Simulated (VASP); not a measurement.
# Cu (I4/mmm) in VASP: notebook

The runs below take Cu through single point, with PBEsol.

Everything below comes from runs of VASP 6.6.1. Logs are shortened: lines on timing, memory, paths and dates and some standing lists are left out, and cuts for length are marked.

## 1. The cell of the first run

It takes space group I4/mmm (No. 139, tetragonal). Conventional cell: a = 2.832 Å, b = 2.832 Å, c = 2.666 Å, α = 90.00°, β = 90.00°, γ = 90.00°. Within 3.2 Å of Cu (site symmetry 4/mmm) lie 14 Cu at 2.41 to 2.83 Å.

## 2. Single point, PBEsol (equal strain along all axes, cell held: -2.0 %)

Contents of INCAR:

```
SYSTEM = Cu
PREC = Accurate
ENCUT = 520
EDIFF = 1E-6
ISMEAR = 0
SIGMA = 0.1
LREAL = .FALSE.
LASPH = .TRUE.
NELM = 60
ALGO = Fast
ISIF = 2
LWAVE = .FALSE.
LCHARG = .FALSE.
GGA = PS
NBANDS = 18
```

Contents of KPOINTS:

```
Automatic mesh
0
G
  18 18 20
  0 0 0
```

Contents of POSCAR:

```
Cu
1.0
    2.8323797806      0.0000000000      0.0000000000
    0.0000000000      2.8323797806      0.0000000000
    0.0000000000      0.0000000000      2.6656141246
Cu
2
Direct
    0.0000000000      0.0000000000      0.0000000000
    0.5000000000      0.5000000000      0.5000000000
```

Potentials or basis: VASP PAW PBE potentials, release 64 (Cu).

Command:

```console
cat potpaw_PBE.64/Cu/POTCAR > POTCAR
mpirun -np 1 vasp_std > vasp.out
```

OUTCAR:

```text
SYSTEM = Cu
   PREC = Accurate
   ENCUT = 520
   EDIFF = 1E-6
   ISMEAR = 0
   LREAL = .FALSE.
   LASPH = .TRUE.
   NELM = 60
   ISIF = 2
   GGA = PS

 ion  position               nearest neighbor table
   1  0.000  0.000  0.000-   2 2.41   2 2.41   2 2.41   2 2.41   2 2.41   2 2.41   2 2.41   2 2.41

   2  0.500  0.500  0.500-   1 2.41   1 2.41   1 2.41   1 2.41   1 2.41   1 2.41   1 2.41   1 2.41

  LATTYP: Found a simple tetragonal cell.
 ALAT       =     2.8323797806
 C/A-ratio  =     0.9411217178

  Lattice vectors:

 A1 = (   2.8323797806,   0.0000000000,   0.0000000000)
 A2 = (   0.0000000000,   2.8323797806,   0.0000000000)
 A3 = (   0.0000000000,   0.0000000000,   2.6656141246)

Analysis of symmetry for initial positions (statically):
=====================================================================
 Subroutine PRICEL returns following result:

  LATTYP: Found a body centered tetragonal cell.
 ALAT       =     2.8323797806
 C/A-ratio  =     0.9411217178

  Lattice vectors:

 A1 = (  -1.4161898903,  -1.4161898903,  -1.3328070623)
 A2 = (   1.4161898903,   1.4161898903,  -1.3328070623)
 A3 = (   1.4161898903,  -1.4161898903,   1.3328070623)

   2 primitive cells build up your supercell.

 Routine SETGRP: Setting up the symmetry group for a
 simple tetragonal supercell.

 Subroutine GETGRP returns: Found 16 space group operations
 (whereof 16 operations were pure point group operations)
 out of a pool of 16 trial point group operations.

The static configuration has the point symmetry D_4h.

Analysis of symmetry for dynamics (positions and initial velocities):
=====================================================================
 Subroutine PRICEL returns following result:

  LATTYP: Found a body centered tetragonal cell.
 ALAT       =     2.8323797806
 C/A-ratio  =     0.9411217178

  Lattice vectors:

 A1 = (  -1.4161898903,  -1.4161898903,  -1.3328070623)
 A2 = (   1.4161898903,   1.4161898903,  -1.3328070623)
 A3 = (   1.4161898903,  -1.4161898903,   1.3328070623)

   2 primitive cells build up your supercell.

 Routine SETGRP: Setting up the symmetry group for a
 simple tetragonal supercell.

 Subroutine GETGRP returns: Found 16 space group operations
 (whereof 16 operations were pure point group operations)
 out of a pool of 16 trial point group operations.

The dynamic configuration has the point symmetry D_4h.

 Subroutine INISYM returns: Found 16 space group operations
 (whereof 16 operations are pure point group operations),
 and found     2 'primitive' translations

----------------------------------------------------------------------------------------

                                     Primitive cell

  volume of cell :      10.6923

  direct lattice vectors                    reciprocal lattice vectors
    -1.416189890 -1.416189890 -1.332807062    -0.000000000 -0.353059998 -0.375148072
     1.416189890  1.416189890 -1.332807062     0.353059998  0.000000000 -0.375148072
     1.416189890 -1.416189890  1.332807062     0.353059998 -0.353059998  0.000000000

  length of vectors
     2.405735288  2.405735288  2.405735288     0.515157683  0.515157683  0.499302238

  position of ions in fractional coordinates (direct lattice)
     0.000000000  0.000000000  0.000000000

  ion indices of the primitive-cell ions
   primitive index   ion index
                 1           1

----------------------------------------------------------------------------------------

 KPOINTS: Automatic mesh

Automatic generation of k-mesh.
 Grid dimensions read from file:
 generate k-points for:   18   18   20

 Generating k-lattice:

  Cartesian coordinates                     Fractional coordinates (reciprocal lattice)
     0.019614444  0.000000000  0.000000000     0.055555556  0.000000000  0.000000000
     0.000000000  0.019614444  0.000000000     0.000000000  0.055555556  0.000000000
     0.000000000  0.000000000  0.018757404     0.000000000  0.000000000  0.050000000

  Length of vectors
     0.019614444  0.019614444  0.018757404

  Shift w.r.t. Gamma in fractional coordinates (k-lattice)
     0.000000000  0.000000000  0.000000000

 Subroutine IBZKPT returns following result:
 ===========================================

 Found    605 irreducible k-points:

 Following reciprocal coordinates:
            Coordinates               Weight
  0.000000  0.000000  0.000000      1.000000
  0.055556  0.000000  0.000000      4.000000
  0.111111  0.000000  0.000000      4.000000
  0.166667  0.000000  0.000000      4.000000
  0.222222  0.000000  0.000000      4.000000
  0.277778  0.000000  0.000000      4.000000
[... 16 lines left out ...]
  0.277778  0.111111  0.000000      8.000000
  0.333333  0.111111  0.000000      8.000000
 [... further k-points ...]
   k-points           NKPTS =    605   k-points in BZ     NKDIM =    605   number of bands    NBANDS=     18
   number of dos      NEDOS =    301   number of ions     NIONS =      2
   total plane-waves  NPLWV =  11520
   dimension x,y,z NGX =    24 NGY =   24 NGZ =   20
   dimension x,y,z NGXF=    48 NGYF=   48 NGZF=   40
   ions per type =               2
   NGX,Y,Z   is equivalent  to a cutoff of  14.09, 14.09, 12.47 a.u.
   NGXF,Y,Z  is equivalent  to a cutoff of  28.17, 28.17, 24.95 a.u.
 SYSTEM =  Cu
   PREC   = accura    normal or accurate (medium, high low for compatibility)
   ISTART =      0    job   : 0-new  1-cont  2-samecut
   ICHARG =      2    charge: 1-file 2-atom 10-const
   ISPIN  =      1    spin polarized calculation?
   LNONCOLLINEAR =      F non collinear calculations
   LSORBIT =      F    spin-orbit coupling
   LASPH  =      T    aspherical Exc in radial PAW
   ENCUT  =  520.0 eV  38.22 Ry    6.18 a.u.   5.27  5.27  4.96*2*pi/ulx,y,z
   NELM   =     60;   NELMIN=  2; NELMDL= -5     # of ELM steps
   EDIFF  = 0.1E-05   stopping-criterion for ELM
   LREAL  =      F    real-space projection
   EDIFFG = 0.1E-04   stopping-criterion for IOM
   NSW    =      0    number of steps for IOM
   IBRION =     -1    ionic relax: 0-MD 1-quasi-New 2-CG
   NFREE  =      0    steps in history (QN), initial steepest desc. (CG)
   ISIF   =      2    stress and relaxation
   ISYM   =      2    0-nonsym 1-usesym 2-fastsym
   POTIM  = 0.5000    time-step for ionic-motion
   TEBEG  =    0.0;   TEEND  =   0.0 temperature during run
   PSTRESS=    0.0 pullay stress
   NELECT =      22.0000    total number of electrons
   NUPDOWN=      -1.0000    fix difference up-down
   EMIN   =  10.00;   EMAX   =-10.00  energy-range for DOS
   EFERMI =   0.00;   METHOD = LEGACY
   ISMEAR =     0;   SIGMA  =   0.10  broadening in eV -4-tet -1-fermi 0-gaus
   EFERMI_NEDOS =   21; number of points for ismear=-14 and -15
   IALGO  =     68    algorithm
   IMIX   =      4    mixing-type and parameters
     AMIX     =   0.40;   BMIX     =  1.00
     AMIX_MAG =   1.60;   BMIX_MAG =  1.00
  volume/ion in A,a.u.               =      10.69        72.16
  Fermi-wavevector in a.u.,A,eV,Ry     =   1.652655  3.123066 37.161183  2.731270
  Thomas-Fermi vector in A             =   2.741227
   LORBIT       =      0    0 simple, 1 ext, 2 COOP (PROOUT), +10 PAW based schemes
   GGA     = PS    functional components
   LHFCALC =     F    Hartree Fock is set to
   AEXX    =    0.0000 exact exchange contribution
   IVDW    =     0    specifies the selected vdW correction
   LEPSILON=     F    determine dielectric tensor
   LRPA    =     F    only Hartree local field effects (RPA)
 non-spin polarized calculation
 RMM-DIIS sequential band-by-band and
 Gauss-broadening in eV      SIGMA  =   0.10
  energy-cutoff  :      520.00
  volume of cell :       21.38
 maximum number of plane-waves:       602
 NGX is ok and might be reduce to    24
   NGX = 11   NGY = 11   NGZ =  9

 number of electron      22.0000018 magnetization

 Free energy of the ion-electron system (eV)
  ---------------------------------------------------
  ext. energy  EPLUGINS =         0.00000000
  ---------------------------------------------------
  free energy    TOTEN  =        -8.49044651 eV

  energy without entropy =       -8.48774575  energy(sigma->0) =       -8.48909613

 E-fermi :   8.7018     XC(G=0): -13.5002

 val. band max:        8.6932182014   @ k =   0.5000   0.1667   0.3000
 cond. band min:       8.7101385486   @ k =   0.4444   0.0556   0.4500
 fundamental gap:      0.0169203472
 Fermi energy:         8.7017989614

 k-point     1 :       0.0000    0.0000    0.0000
  band No.  band energies     occupation
      1      -1.4746      2.00000
      2       3.4242      2.00000
      3       3.4923      2.00000
      4       5.0823      2.00000
      5       5.3649      2.00000
      6       5.3649      2.00000
[... 10 lines left out ...]
     17      26.9111      0.00000
     18      34.0600      0.00000

 k-point     2 :       0.0556    0.0000    0.0000
  band No.  band energies     occupation
      1      -1.4131      2.00000
      2       3.4437      2.00000
      3       3.5117      2.00000
      4       5.0841      2.00000
      5       5.3663      2.00000
      6       5.3776      2.00000
[... 10 lines left out ...]
     17      27.0346      0.00000
     18      33.6812      0.00000

 k-point     3 :       0.1111    0.0000    0.0000
  band No.  band energies     occupation
      1      -1.2295      2.00000
      2       3.4975      2.00000
      3       3.5708      2.00000
      4       5.0903      2.00000
      5       5.3714      2.00000
      6       5.4153      2.00000
[... 10 lines left out ...]
     17      27.5156      0.00000
     18      32.4008      0.00000

 k-point     4 :       0.1667    0.0000    0.0000
  band No.  band energies     occupation
      1      -0.9271      2.00000
      2       3.5707      2.00000
      3       3.6720      2.00000
      4       5.1032      2.00000
      5       5.3821      2.00000
      6       5.4771      2.00000
[... 375 lines left out ...]
      4       5.0990      2.00000
      5       5.2308      2.00000
      6       5.7787      2.00000
[... 10 lines left out ...]
     17      26.8211      0.00000
     18      30.7034      0.00000

 k-point    23 :       0.2778    0.1111    0.0000
  band No.  band energies     occupation
      1       0.2270      2.00000
      2       3.7667      2.00000
      3       4.0324      2.00000
      4       5.1134      2.00000
      5       5.2342      2.00000
      6       5.9052      2.00000
[... 10 lines left out ...]
     17      26.8441      0.00000
     18      30.9296      0.00000

 k-point    24 :       0.3333    0.1111    0.0000
  band No.  band energies     occupation
      1       0.8194      2.00000
      2       3.7282      2.00000
      3       4.2296      2.00000
      4       5.1271      2.00000
      5       5.2596      2.00000
      6       5.7857      2.00000
[... 10 lines left out ...]
     17      27.3016      0.00000
     18      29.8751      0.00000

 [... further k-points ...]

------------------------ aborting loop because EDIFF is reached ----------------------------------------

  FORCE on cell =-STRESS in cart. coord.  units (eV):
  Direction    XX          YY          ZZ          XY          YZ          ZX
  --------------------------------------------------------------------------------------
  -------------------------------------------------------------------------------------
  Total        1.7284066      1.7284066      1.7547616      0.0000000     -0.0000000      0.0000000
  in kB      129.4959682    129.4959682    131.4705397      0.0000000     -0.0000000      0.0000000
  external PRESSURE =     130.1541587 kB  Pullay stress =       0.0000000 kB

 VOLUME and BASIS-vectors are now :
 -----------------------------------------------------------------------------
  energy-cutoff  :      520.00
  volume of cell :       21.38
      direct lattice vectors                 reciprocal lattice vectors
     2.832379781  0.000000000  0.000000000     0.353059998  0.000000000  0.000000000
     0.000000000  2.832379781  0.000000000     0.000000000  0.353059998  0.000000000
     0.000000000  0.000000000  2.665614125     0.000000000  0.000000000  0.375148072

 POSITION                                       TOTAL-FORCE (eV/Angst)
 -----------------------------------------------------------------------------------
      0.00000      0.00000      0.00000        -0.000000     -0.000000     -0.000000
      1.41619      1.41619      1.33281         0.000000      0.000000      0.000000
 -----------------------------------------------------------------------------------
    total drift:                                0.000000      0.000000     -0.000000

  FREE ENERGIE OF THE ION-ELECTRON SYSTEM (eV)
  ---------------------------------------------------
  free  energy   TOTEN  =        -8.4904465067 eV

  energy  without entropy=       -8.4877457491  energy(sigma->0) =       -8.48909613
```

Wall time 99 s (1 thread of Intel Xeon Platinum 8488C (Sapphire Rapids), shared host); peak memory 0.29 GiB.

What came out:

- Free energy: -8.4904 eV
- Pressure: 13.0 GPa
- Band gap on the k mesh: zero (bands 11 and 12 overlap by 8.13 eV)

Levels at points of the mesh, in eV from the Fermi level:
| k point | band 9 | band 10 | band 11 | band 12 | band 13 | band 14 |
| --- | --- | --- | --- | --- | --- | --- |
| (0.00, 0.00, 0.00) | -1.63 | -1.63 | -1.56 | 7.81 | 7.81 | 10.30 |
| (0.50, 0.00, 0.00) | -2.49 | -2.49 | -1.53 | -1.53 | 14.57 | 14.57 |
| (0.50, 0.50, 0.00) | -1.44 | -1.44 | -1.21 | -1.21 | 4.44 | 4.44 |
| (0.00, 0.00, 0.50) | -2.58 | -2.58 | -1.00 | -1.00 | 15.28 | 15.28 |
| (0.50, 0.00, 0.50) | -1.41 | -1.41 | -0.71 | -0.71 | 5.15 | 5.15 |
| (0.50, 0.50, 0.50) | -2.04 | -2.04 | 6.60 | 6.60 | 7.04 | 7.04 |

Caveat: the cell differs from its parent crystal (equal strain along all axes, cell held: -2.0 %); the cell stands under pressure; the PAW data sets were made with another functional, which shifts forces and pressure a little.

(Part 1 of 2 ends here.)
